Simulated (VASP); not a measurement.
A run of VASP 6.6.1 is set up as follows.

Contents of INCAR:

```
SYSTEM = Zn3Se
  PREC = Accurate
  ENCUT = 520
  EDIFF = 1E-7
  ISMEAR = 0
  SIGMA = 0.1
  LREAL = .FALSE.
  LASPH = .TRUE.
  NELM = 60
  ALGO = Normal
  ISIF = 2
  LWAVE = .FALSE.
  LCHARG = .FALSE.
  GGA = PE
  NBANDS = 52
```

Contents of KPOINTS:

```
regular mesh
0
G
  6 6 8
  0 0 0
```

File POSCAR:

```
Zn3Se
1.0
    6.9445378393      0.0000000000      0.0000000000
   -3.4722689196      6.0141461863      0.0000000000
    0.0000000000      0.0000000000      3.6678490334
Zn Se
6 2
Direct
    0.8387246220      0.6774492441      0.2500000000
    0.1612753780      0.8387246220      0.7500000000
    0.3225507559      0.1612753780      0.2500000000
    0.1612753780      0.3225507559      0.7500000000
    0.8387246220      0.1612753780      0.2500000000
    0.6774492441      0.8387246220      0.7500000000
    0.3333333333      0.6666666667      0.2500000000
    0.6666666667      0.3333333333      0.7500000000
```

Potentials or basis: VASP PAW PBE potentials, release 64 (Zn, Se).

Run with:

```console
$ cat potpaw_PBE.64/Zn/POTCAR potpaw_PBE.64/Se/POTCAR > POTCAR
$ mpirun -np 1 vasp_std > vasp.out
```

Estimate the pressure.

0.2 GPa.

Predict the band gap on the k mesh.

zero (bands 42 and 43 overlap by 3.31 eV).
